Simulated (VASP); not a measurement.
Runs of VASP 6.6.1 on P. The structure is that of space group P-3m1 (No. 164), or close to it. The cells are those of the table. 

| level | cell | k mesh | smearing | gap on the mesh (eV) | largest force (eV/Å) |
| --- | --- | --- | --- | --- | --- |
| PBE+D3(BJ) | a = 3.096, b = 3.096, c = 28.000 Å, angles 90.0, 90.0, 120.0°, 2 atoms | 9 × 9 × 1 | gaussian 0.1 eV | (b) | 2.00 |
| PBE+D3(BJ) | a = 3.482, b = 3.482, c = 28.000 Å, angles 90.0, 90.0, 120.0°, 2 atoms | 9 × 9 × 1 | gaussian 0.02 eV | 1.51 | 0.06 |
| PBE+D3(BJ) | a = 3.254, b = 3.254, c = 28.000 Å, angles 90.0, 90.0, 120.0°, 2 atoms | 9 × 9 × 1 | gaussian 0.02 eV | (c) | 0.09 |
| PBE+D3(BJ) | a = 3.319, b = 3.319, c = 28.000 Å, angles 90.0, 90.0, 120.0°, 2 atoms | 9 × 9 × 1 | gaussian 0.02 eV | 1.91 | 0.07 |
| PBE+D3(BJ) | a = 3.096, b = 3.096, c = 28.000 Å, angles 90.0, 90.0, 120.0°, 2 atoms | 6 × 6 × 1 | gaussian 0.1 eV | (a) | 1.95 |
| r2SCAN | a = 3.254, b = 3.254, c = 28.000 Å, angles 90.0, 90.0, 120.0°, 2 atoms | 9 × 9 × 1 | gaussian 0.02 eV | 2.32 | 0.46 |
| PBE+D3(BJ) | a = 3.384, b = 3.384, c = 28.000 Å, angles 90.0, 90.0, 120.0°, 2 atoms | 9 × 9 × 1 | gaussian 0.02 eV | 1.75 | 0.07 |

Alike in all rows: task single point; potentials or basis VASP PAW PBE potentials, release 64 (P); no spin polarisation; cutoff (eV) 520.

Q: Fill in the values left out.

A: (a) 1.93; (b) 1.94; (c) 2.00.

Caveats: the PAW data sets were made with another functional, which shifts forces and pressure a little (some runs).

A k mesh can miss the band edges.
